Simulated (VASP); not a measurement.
# Sb (I4/mmm) in VASP: a series of runs, part 2 of 2

VASP 6.6.1. Earlier steps stand in the parts before.

### Step 3. Relaxation of cell and atoms, PBEsol, target pressure 10 GPa, at which the enthalpy is minimised

INCAR reads:

```
SYSTEM = Sb
ALGO     = Normal         ! electronic algorithm
EDIFF    = 1E-7           ! SCF threshold, eV
EDIFFG   = -0.01          ! ionic threshold
ENCUT    = 600            ! plane-wave cutoff, eV
GGA      = PS             ! functional
IBRION   = 2              ! ionic algorithm
ISIF     = 3              ! what is computed and relaxed
ISMEAR   = -1             ! smearing method
LASPH    = .True.         ! aspherical terms in the spheres
LCHARG   = .False.        ! write CHGCAR
LREAL    = .False.        ! projectors in reciprocal space
LWAVE    = .False.        ! write WAVECAR
NELM     = 100            ! most SCF steps
NSW      = 60             ! ionic steps
PREC     = Accurate       ! precision mode
PSTRESS  = 100.0        
SIGMA    = 0.05           ! smearing width, eV
```

KPOINTS reads:

```
k-points
0
Gamma
  12 12 12
  0 0 0
```

POSCAR reads:

```
Sb
1.0
   -1.5765401831      1.5765401831      2.7119384313
    1.5765401831     -1.5765401831      2.7119384313
    1.5765401831      1.5765401831     -2.7119384313
Sb
1
Direct
    0.0000000000      0.0000000000      0.0000000000
```

Potentials or basis: VASP PAW PBE potentials, release 64 (Sb).

The run is started by

```
$ cat potpaw_PBE.64/Sb/POTCAR > POTCAR
$ mpirun -np 1 vasp_std > vasp.out
```

Wall time 2.5 min (1 thread of Intel Xeon Platinum 8375C at 2.90GHz (Ice Lake), shared host); peak memory 0.19 GiB.

Results (log left out):

```yaml
Free_energy: -4.2418 eV
Relaxed_volume: 23.49 Å³/atom
Relaxed_cell: a = 3.301 Å, b = 3.301 Å, c = 3.301 Å, α = 124.46°, β = 124.46°, γ = 82.43°
Space_group_after_relaxing_to_0.05_Å: I4/mmm (No. 139)
Energy_change_on_relaxing_the_enthalpy_is_what_falls: +73.4 meV/atom
Ionic_steps: 11
Pressure_after_relaxing: 10.0 GPa
```

Step by step:
| step | energy change (eV) | largest force (eV/Å) | pressure (GPa) | volume (Å³) |
| --- | --- | --- | --- | --- |
| 1 | 0.0000 | 0.0000 | -1.27 | 26.96 |
| 2 | 0.5051 | 0.0000 | 33.68 | 20.22 |
| 3 | 0.0719 | 0.0000 | 9.62 | 23.70 |
| 4 | 0.0765 | 0.0000 | 9.97 | 23.62 |
| 5 | 0.0805 | 0.0000 | 10.27 | 23.56 |
| 6 | 0.0786 | 0.0000 | 10.31 | 23.47 |
| 7 | 0.0801 | 0.0000 | 10.50 | 23.41 |
| 8 | 0.0893 | 0.0000 | 11.03 | 23.26 |
| 9 | 0.0844 | 0.0000 | 10.81 | 23.33 |
| 10 | 0.0566 | 0.0000 | 8.67 | 23.78 |
| 11 | 0.0734 | 0.0000 | 10.00 | 23.49 |

Final structure:
```
CELL_PARAMETERS angstrom
-1.53796 1.53796 2.48313
1.53796 -1.53796 2.48313
1.53796 1.53796 -2.48313
ATOMIC_POSITIONS crystal
Sb 0.00000 0.00000 0.00000
```

Levels at points of the mesh, in eV from the Fermi level:
```tsv
k point	band 1	band 2	band 3	band 4	band 5	band 6
(0.00, 0.00, 0.00)	-14.08	6.24	6.42	6.42	10.07	10.44
(0.50, 0.00, 0.00)	-9.47	-6.72	2.86	5.69	7.31	10.14
(0.50, 0.50, 0.00)	-6.72	-5.27	-0.65	0.48	3.71	4.31
(0.50, 0.50, 0.50)	-8.89	-6.36	1.73	1.73	5.56	5.81
```

Caveat: the cell is relaxed towards a set pressure, so the enthalpy falls and the energy may rise; the PAW data sets were made with another functional, which shifts forces and pressure a little; spin-orbit coupling is left out, which moves the levels of the heavy elements.

### Step 4. Relaxation of cell and atoms, PBEsol, target pressure 20 GPa, at which the enthalpy is minimised

INCAR reads:

```
SYSTEM = Sb
PREC = Accurate
ENCUT = 600
EDIFF = 1E-6
ISMEAR = -1
SIGMA = 0.05
LREAL = .FALSE.
LASPH = .TRUE.
NELM = 60
ALGO = Normal
ISIF = 3
LWAVE = .FALSE.
LCHARG = .FALSE.
GGA = PS
IBRION = 2
NSW = 60
EDIFFG = -0.01
PSTRESS = 200.0
```

KPOINTS reads:

```
Automatic mesh
0
G
  12 12 12
  0 0 0
```

POSCAR is that of step 3.

The run is started by

```
$ cat potpaw_PBE.64/Sb/POTCAR > POTCAR
$ mpirun -np 1 vasp_std > vasp.out
```

Run time: 2.5 min. Hardware: 1 thread of Intel Xeon Platinum 8375C at 2.90GHz (Ice Lake), shared host; peak memory 0.19 GiB.

Results (log left out):

```yaml
Free_energy: -4.0804 eV
Relaxed_volume: 21.73 Å³/atom
Relaxed_cell: a = 3.212 Å, b = 3.212 Å, c = 3.212 Å, α = 124.27°, β = 124.27°, γ = 82.75°
Space_group_after_relaxing_to_0.05_Å: I4/mmm (No. 139)
Energy_change_on_relaxing_the_enthalpy_is_what_falls: +234.8 meV/atom
Ionic_steps: 13
Pressure_after_relaxing: 20.0 GPa
```

Stress tensor (GPa, compression positive):
```
20.04  0.00  0.00
 0.00 20.04  0.00
 0.00  0.00 19.96
```

The path:
| step | energy change (eV) | largest force (eV/Å) | pressure (GPa) | volume (Å³) |
| --- | --- | --- | --- | --- |
| 1 | 0.0000 | 0.0000 | -1.27 | 26.96 |
| 2 | 2.7428 | 0.0000 | 131.51 | 15.27 |
| 3 | 0.1836 | 0.0000 | 16.88 | 22.33 |
| 4 | 0.2187 | 0.0000 | 18.86 | 22.02 |
| 5 | 0.2406 | 0.0000 | 20.06 | 21.84 |
| 6 | 0.2397 | 0.0000 | 20.36 | 21.72 |
| 7 | 0.2426 | 0.0000 | 20.50 | 21.68 |
| 8 | 0.2512 | 0.0000 | 20.93 | 21.60 |
| 9 | 0.2494 | 0.0000 | 20.82 | 21.62 |
| 10 | 0.2068 | 0.0000 | 18.47 | 21.96 |
| 11 | 0.2344 | 0.0000 | 19.98 | 21.73 |
| 12 | 0.2347 | 0.0000 | 20.00 | 21.73 |
| 13 | 0.2348 | 0.0000 | 20.01 | 21.73 |

Final structure:
```
Sb
1.0
    -1.50128    1.50128    2.41038
     1.50128   -1.50128    2.41038
     1.50128    1.50128   -2.41038
Sb
1
Direct
  0.00000 0.00000 0.00000
```

Levels at points of the mesh, in eV from the Fermi level:
```
           k point  band 1  band 2  band 3  band 4  band 5  band 6
(0.00, 0.00, 0.00)  -14.82    6.99    7.05    7.05   10.38   10.39
(0.50, 0.00, 0.00)   -9.70   -7.30    3.20    6.18    7.65   10.11
(0.50, 0.50, 0.00)   -6.63   -5.74   -0.65    0.45    3.81    4.27
(0.50, 0.50, 0.50)   -8.96   -6.89    1.77    1.77    5.58    6.00
```

Caveat: the cell is relaxed towards a set pressure, so the enthalpy falls and the energy may rise; the volume moved by over 15 % at a fixed basis, so the end points are rough; the PAW data sets were made with another functional, which shifts forces and pressure a little; spin-orbit coupling is left out, which moves the levels of the heavy elements.

### Step 5. Relaxation of cell and atoms, PBEsol, target pressure 30 GPa, at which the enthalpy is minimised

INCAR reads:

```
PREC = Accurate
ENCUT = 600
EDIFF = 1E-7
ISMEAR = -1
SIGMA = 0.05
LREAL = False
LASPH = True
NELM = 100
ALGO = Normal
ISIF = 3
LWAVE = False
LCHARG = False
GGA = PS
IBRION = 2
NSW = 60
EDIFFG = -0.01
PSTRESS = 300.0
```

KPOINTS reads:

```
regular mesh
0
Gamma
  12 12 12
```

POSCAR is that of step 4.

The run is started by

```
$ cat potpaw_PBE.64/Sb/POTCAR > POTCAR
$ mpirun -np 1 vasp_std > vasp.out
```

Wall time 3.2 min (1 thread of Intel Xeon Platinum 8375C at 2.90GHz (Ice Lake), shared host); peak memory 0.2 GiB.

It converged, with:

- Free energy: -3.8866 eV
- Relaxed volume: 20.48 Å³/atom
- Relaxed cell: a = 3.150 Å, b = 3.150 Å, c = 3.150 Å, α = 124.33°, β = 124.33°, γ = 82.65°
- Space group after relaxing (to 0.05 Å): I4/mmm (No. 139)
- Energy change on relaxing (the enthalpy is what falls): +428.6 meV/atom
- Ionic steps: 14
- Pressure after relaxing: 30.0 GPa

The path:
```
step  energy change (eV)  largest force (eV/Å)  pressure (GPa)  volume (Å³)
   1              0.0000                0.0000           -1.27        26.96
   2              9.0346                0.0000          426.98        11.20
   3              0.2656                0.0000           21.42        21.65
   4              0.3400                0.0000           25.38        21.14
   5              0.4353                0.0000           30.21        20.58
   6              0.4138                0.0000           29.14        20.70
   7              0.4164                0.0000           29.40        20.56
   8              0.4369                0.0000           30.41        20.44
   9              0.4295                0.0000           30.04        20.47
  10              0.4221                0.0000           29.68        20.51
  11              0.4263                0.0000           29.89        20.49
  12              0.4254                0.0000           29.84        20.49
  13              0.4355                0.0000           30.34        20.44
  14              0.4286                0.0000           30.00        20.48
```

Final structure:
```cif
data_structure
_symmetry_space_group_name_H-M 'P 1'
_symmetry_Int_Tables_number 1
_cell_length_a 3.1503
_cell_length_b 3.1503
_cell_length_c 3.1503
_cell_angle_alpha 124.328
_cell_angle_beta 124.328
_cell_angle_gamma 82.654
_cell_volume 20.48
loop_
_atom_site_label
_atom_site_type_symbol
_atom_site_fract_x
_atom_site_fract_y
_atom_site_fract_z
_atom_site_occupancy
Sb1 Sb 0.00000 0.00000 0.00000 1
```

Levels at points of the mesh, in eV from the Fermi level:
| k point | band 1 | band 2 | band 3 | band 4 | band 5 | band 6 |
| --- | --- | --- | --- | --- | --- | --- |
| (0.00, 0.00, 0.00) | -15.44 | 7.55 | 7.55 | 7.56 | 10.31 | 10.62 |
| (0.50, 0.00, 0.00) | -9.90 | -7.78 | 3.37 | 6.63 | 7.82 | 10.10 |
| (0.50, 0.50, 0.00) | -6.55 | -6.10 | -0.72 | 0.42 | 3.89 | 4.23 |
| (0.50, 0.50, 0.50) | -9.11 | -7.35 | 1.84 | 1.84 | 5.63 | 6.24 |

Caveat: the cell is relaxed towards a set pressure, so the enthalpy falls and the energy may rise; the volume moved by over 15 % at a fixed basis, so the end points are rough; the PAW data sets were made with another functional, which shifts forces and pressure a little; spin-orbit coupling is left out, which moves the levels of the heavy elements.

### Step 6. Summary

| cell | gap on the mesh (eV) | pressure (GPa) |
| --- | --- | --- |
| relaxed to 5 GPa | none | 5.0 |
| relaxed to 10 GPa | none | 10.0 |
| relaxed to 20 GPa | none | 20.0 |
| relaxed to 30 GPa | none | 30.0 |

Alike in all rows: task relaxation of cell and atoms; level PBEsol; potentials or basis VASP PAW PBE potentials, release 64 (Sb); no spin polarisation; k mesh 12 × 12 × 12; cutoff (eV) 600; smearing fermi-dirac 0.05 eV.

Caveats: the cell is relaxed towards a set pressure, so the enthalpy falls and the energy may rise; the PAW data sets were made with another functional, which shifts forces and pressure a little; spin-orbit coupling is left out, which moves the levels of the heavy elements; the volume moved by over 15 % at a fixed basis, so the end points are rough (some runs).

Total energies depend on the potentials used, so only differences within one code and one set of settings carry meaning.
